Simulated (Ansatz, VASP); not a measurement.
**MoS2: VASP beside Ansatz**

The input INCAR:

```
PREC = Accurate
ENCUT = 520
EDIFF = 1E-6
ISMEAR = 0
SIGMA = 0.1
LREAL = Auto
LASPH = True
NELM = 100
ALGO = Normal
ISIF = 2
LWAVE = False
LCHARG = False
LDIPOL = True
IDIPOL = 3
DIPOL = 0.5 0.5 0.500
GGA = PS
NBANDS = 78
```

KPOINTS

```
regular mesh
0
Gamma
  2 2 1
```

POSCAR

```
MoS2
1.0
    3.1204069007      0.0000000000      0.0000000000
   -1.5602034504      6.1523257965      0.0000000000
    0.0000000000      0.0000000000     27.0062408585
S Mo
10 5
Direct
    0.8927216589      0.7854433177      0.2777135863
    0.1715891271      0.3431782541      0.3263439079
    0.4248770518      0.8497541037      0.3766992127
    0.7037445200      0.4074890401      0.4253295344
    0.9570324448      0.9140648896      0.4756848392
    0.2358999130      0.4717998260      0.5243151608
    0.4891878378      0.9783756755      0.5746704656
    0.7680553060      0.5361106119      0.6233007873
    0.0213432307      0.0426864615      0.6736560921
    0.3002106989      0.6004213979      0.7222864137
    0.5321553930      0.0643107859      0.3020287471
    0.0643107859      0.1286215719      0.4010143735
    0.5964661789      0.1929323578      0.5000000000
    0.1286215719      0.2572431437      0.5989856265
    0.6607769648      0.3215539297      0.6979712529
```

Input for Ansatz:

```yaml
crystal:
  lattice:
    - [3.1204069007, 0.0, 0.0]
    - [-1.5602034504, 6.1523257965, 0.0]
    - [0.0, 0.0, 27.0062408585]
  atoms:
    - { symbol: S, position: [0.8927216589, 0.7854433177, 0.2777135863] }
    - { symbol: Mo, position: [0.532155393, 0.0643107859, 0.3020287471] }
    - { symbol: S, position: [0.1715891271, 0.3431782541, 0.3263439079] }
    - { symbol: S, position: [0.4248770518, 0.8497541037, 0.3766992127] }
    - { symbol: Mo, position: [0.0643107859, 0.1286215719, 0.4010143735] }
    - { symbol: S, position: [0.70374452, 0.4074890401, 0.4253295344] }
    - { symbol: S, position: [0.9570324448, 0.9140648896, 0.4756848392] }
    - { symbol: Mo, position: [0.5964661789, 0.1929323578, 0.5] }
    - { symbol: S, position: [0.235899913, 0.471799826, 0.5243151608] }
    - { symbol: S, position: [0.4891878378, 0.9783756755, 0.5746704656] }
    - { symbol: Mo, position: [0.1286215719, 0.2572431437, 0.5989856265] }
    - { symbol: S, position: [0.768055306, 0.5361106119, 0.6233007873] }
    - { symbol: S, position: [0.0213432307, 0.0426864615, 0.6736560921] }
    - { symbol: Mo, position: [0.6607769648, 0.3215539297, 0.6979712529] }
    - { symbol: S, position: [0.3002106989, 0.6004213979, 0.7222864137] }
basis:
  ecutwfc: 420
kpoints:
  mp_grid: { grid: [2, 2, 1] }
hamiltonian:
  xc: pbesol
scf:
  occupations: { method: gaussian, width: 0.1 }
output:
  forces: true
  stress: true
  eigenvalues: true
efield:
  axis: 3
  dipole_correction: true
  ramp_width: 0.04
```

Alike in both runs: task single point; functional PBEsol; k mesh 2 × 2 × 1; occupations gaussian, width 0.1 eV; no spin polarisation.

|  | VASP | Ansatz |
| --- | --- | --- |
| version | VASP 6.6.1 | Ansatz 0.2.0 |
| potentials or method | VASP PAW PBE potentials, release 64 (S, Mo_sv), cutoff 520 eV | scalar-relativistic, plane waves, PAW |
| valence electrons in the cell | 130 | 130 |

```tsv
	VASP	Ansatz	Ansatz less VASP
gap on the k mesh at the Fermi level (eV)	none	none	-
rms of the force components (eV/Å)	0.923	0.923	-0.0004
```

VASP's potentials were made for PBE, not for PBEsol. A gap of «none» marks a metal or a gap that the smearing closes.

The k mesh is coarse, so the values compare programs but aren't converged.
